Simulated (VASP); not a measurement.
Here is a VASP 6.6.1 calculation.

File POSCAR:

```
SiC
1.0
    2.9621832941      0.0000000000      0.0000000000
   -1.4810916471      2.6633367767      0.0000000000
    0.0000000000      0.0000000000      5.0481087359
Si C
2 2
Direct
    0.3338022646      0.6676045292      0.5006165085
    0.6661977354      0.3323954708      1.0006165085
    0.3364596896      0.6729193793      0.8743834915
    0.6635403104      0.3270806207      0.3743834915
```

File INCAR.step1:

```
ALGO = Normal ; EDIFF = 1E-4
ENCUT = 520 ; GGA = PE
ISMEAR = 0 ; LASPH = T
LCHARG = F ; LREAL = F
LWAVE = T ; NBANDS = 16
NELM = 80 ; PREC = Accurate
SIGMA = 0.01
```

The input INCAR.step2:

```
ALGO = Normal ; EDIFF = 1E-6
ENCUT = 520 ; ISIF = 2
ISMEAR = 0 ; ISTART = 1
LASPH = T ; LCHARG = F
LMIXTAU = T ; LREAL = F
LWAVE = F ; METAGGA = R2SCAN
NBANDS = 16 ; NELM = 80
PREC = Accurate ; SIGMA = 0.01
```

KPOINTS

```
k-points
0
Gamma
  12 12 6
```

Potentials or basis: VASP PAW PBE potentials, release 64 (Si, C).

The run is started by

```console
$ cat potpaw_PBE.64/Si/POTCAR potpaw_PBE.64/C/POTCAR > POTCAR
$ cp INCAR.step1 INCAR
$ mpirun -np 1 vasp_std > vasp.out
$ cp INCAR.step2 INCAR
$ mpirun -np 1 vasp_std > vasp.out
```

Predict the largest force.

0.007 eV/Å.

Predict the band gap on the k mesh.

2.25 eV, indirect (least direct gap 4.64 eV).

Predict the pressure.

9.1 GPa.

Forces on the atoms (eV/Å):
```
Si   0.000 -0.004  0.005
Si   0.000  0.004  0.005
C    0.000 -0.004 -0.005
C    0.000  0.004 -0.005
```

Caveat: the cell differs from its parent crystal (uniaxial x strain -3.7%); the PAW data sets were made with another functional, which shifts forces and pressure a little. A k mesh can miss the band edges.
